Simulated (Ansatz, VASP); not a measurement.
# SiO2: VASP beside Ansatz

Contents of POSCAR:

```
SiO2
1.0
   -2.5204451515      2.5204451515      3.7295843443
    2.5204451515     -2.5204451515      3.7295843443
    2.5204451515      2.5204451515     -3.7295843443
Si O
2 4
Direct
    0.0000000000      0.0000000000      0.0000000000
    0.7500000000      0.2500000000      0.5000000000
    0.9733622718      0.6250000000      0.8483622718
    0.3750000000      0.2233622718      0.3483622718
    0.7766377282      0.1250000000      0.1516377282
    0.8750000000      0.0266377282      0.6516377282
```

File INCAR.step1:

```
SYSTEM = SiO2
PREC = Accurate
ENCUT = 520
ISMEAR = 0
SIGMA = 0.01
LREAL = .FALSE.
LASPH = .TRUE.
NELM = 100
NBANDS = 25
GGA = PE
ALGO = Normal
EDIFF = 1E-4
LWAVE = .TRUE.
LCHARG = .FALSE.
```

The input INCAR.step2:

```
SYSTEM = SiO2
PREC = Accurate
ENCUT = 520
EDIFF = 1E-6
ISMEAR = 0
SIGMA = 0.01
LREAL = .FALSE.
LASPH = .TRUE.
NELM = 100
ALGO = Normal
ISIF = 2
LWAVE = .FALSE.
LCHARG = .TRUE.
METAGGA = R2SCAN
LMIXTAU = .TRUE.
LELF = .TRUE.
LVHAR = .TRUE.
NBANDS = 25
ISTART = 1
```

The input KPOINTS:

```
regular mesh
0
G
  6 6 6
  0 0 0
```

Input for Ansatz:

```yaml
crystal:
  lattice:
    - [-2.5204451515, 2.5204451515, 3.7295843443]
    - [2.5204451515, -2.5204451515, 3.7295843443]
    - [2.5204451515, 2.5204451515, -3.7295843443]
  atoms:
    - { symbol: Si, position: [0.0, 0.0, 0.0] }
    - { symbol: Si, position: [0.75, 0.25, 0.5] }
    - { symbol: O, position: [0.9733622718, 0.625, 0.8483622718] }
    - { symbol: O, position: [0.375, 0.2233622718, 0.3483622718] }
    - { symbol: O, position: [0.7766377282, 0.125, 0.1516377282] }
    - { symbol: O, position: [0.875, 0.0266377282, 0.6516377282] }
kpoints:
  mp_grid: { grid: [6, 6, 6] }
hamiltonian:
  xc: r2scan
scf:
  occupations: { method: fixed }
  n_extra_bands: 5
output:
  forces: true
  stress: true
  eigenvalues: true
```

Alike in both runs: task single point; functional r2SCAN; k mesh 6 × 6 × 6; no spin polarisation.

|  | VASP | Ansatz |
| --- | --- | --- |
| version | VASP 6.6.1 | Ansatz 0.2.0 |
| potentials or method | VASP PAW PBE potentials, release 64 (Si, O) | plane waves, PAW |
| plane-wave cutoff (eV) | 520 | 500 |
| occupations | gaussian, width 0.01 eV | fixed |
| valence electrons in the cell | 32 | 32 |

Ansatz gave:

```
gap on the k mesh at the Fermi level (eV)                     : 6.23
pressure (GPa)                                                : -8.8
traceless stress, the component that is largest in VASP (GPa) : 0.03
rms of the force components (eV/Å)                            : 0.287
```

Task: Which values does VASP return?

Result: gap on the k mesh at the Fermi level (eV): 6.23; pressure (GPa): -8.6; traceless stress, the component that is largest in VASP (GPa): 0.06; rms of the force components (eV/Å): 0.287.

VASP's potentials were made for PBE, not for r2SCAN. Atom by atom the forces differ by 0.000 eV/Å (rms over components).
